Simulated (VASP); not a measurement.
Input of a VASP 6.6.1 run:

INCAR

```
PREC     = Accurate       # precision mode
ENCUT    = 600            # plane-wave cutoff, eV
EDIFF    = 1E-6           # SCF threshold, eV
ISMEAR   = 0              # smearing method
SIGMA    = 0.05           # smearing width, eV
LREAL    = False          # projectors in reciprocal space
LASPH    = True           # aspherical terms in the spheres
NELM     = 200            # most SCF steps
ALGO     = Normal         # electronic algorithm
ISIF     = 2              # what is computed and relaxed
LWAVE    = False          # write WAVECAR
LCHARG   = True           # write CHGCAR
LMAXMIX  = 4              # l up to which the mixer works
LDAU     = True           # DFT+U
LDAUTYPE = 2            
LDAUL    = 2 -1           # shell
LDAUU    = 2 0            # U, eV
LDAUJ    = 0 0          
LDAUPRINT= 1            
GGA      = PS             # functional
LELF     = True           # ELF
LVHAR    = True         
NBANDS   = 51             # bands
GGA_COMPAT= False
```

KPOINTS

```
regular mesh
0
Gamma
  4 4 4
```

POSCAR

```
MoC15
1.0
    0.0000000000      3.5668800000      3.5668800000
    3.5668800000      0.0000000000      3.5668800000
    3.5668800000      3.5668800000      0.0000000000
Mo C
1 15
Direct
    1.0000000000      0.0000000000      0.0000000000
    0.0011991179      0.0011991179      0.4988008821
    0.0011991179      0.4988008821      0.0011991179
    0.0011991179      0.4988008821      0.4988008821
    0.4988008821      0.0011991179      0.0011991179
    0.4988008821      0.0011991179      0.4988008821
    0.4988008821      0.4988008821      0.0011991179
    0.5000000000      0.5000000000      0.5000000000
    0.1435774638      0.1435774638      0.1435774638
    0.1435774638      0.1435774638      0.5692676086
    0.1435774638      0.5692676086      0.1435774638
    0.1272634341      0.6242455220      0.6242455220
    0.5692676086      0.1435774638      0.1435774638
    0.6242455220      0.1272634341      0.6242455220
    0.6242455220      0.6242455220      0.1272634341
    0.6242455220      0.6242455220      0.6242455220
```

Potentials or basis: VASP PAW PBE potentials, release 64 (Mo_sv, C).

Run with:

```bash
$ cat potpaw_PBE.64/Mo_sv/POTCAR potpaw_PBE.64/C/POTCAR > POTCAR
$ mpirun -np 1 vasp_std > vasp.out
```

Problem. Estimate the largest force.

Solution. 0.387 eV/Å.

Problem. Predict the band gap on the k mesh.

Solution. Zero (bands 37 and 38 overlap by 2.90 eV).

Problem. Estimate the pressure.

Solution. 70.6 GPa.

Forces in eV/Å, atoms in the order of the input:
```
Mo   0.000  0.000  0.000
C    0.000  0.000 -0.239
C    0.000 -0.239  0.000
C    0.239  0.000  0.000
C   -0.239  0.000  0.000
C    0.000  0.239  0.000
C    0.000  0.000  0.239
C    0.000  0.000  0.000
C   -0.224 -0.224 -0.224
C    0.224  0.224 -0.224
C    0.224 -0.224  0.224
C   -0.009  0.009  0.009
C   -0.224  0.224  0.224
C    0.009 -0.009  0.009
C    0.009  0.009 -0.009
C   -0.009 -0.009 -0.009
```

Caveat: the k points lie up to 0.38 Å⁻¹ apart, too coarse for converged energies and pressures of a metal; the PAW data sets were made with another functional, which shifts forces and pressure a little; U without spin polarisation on a metal has little footing; the U is typed as a test and isn't derived for this compound.
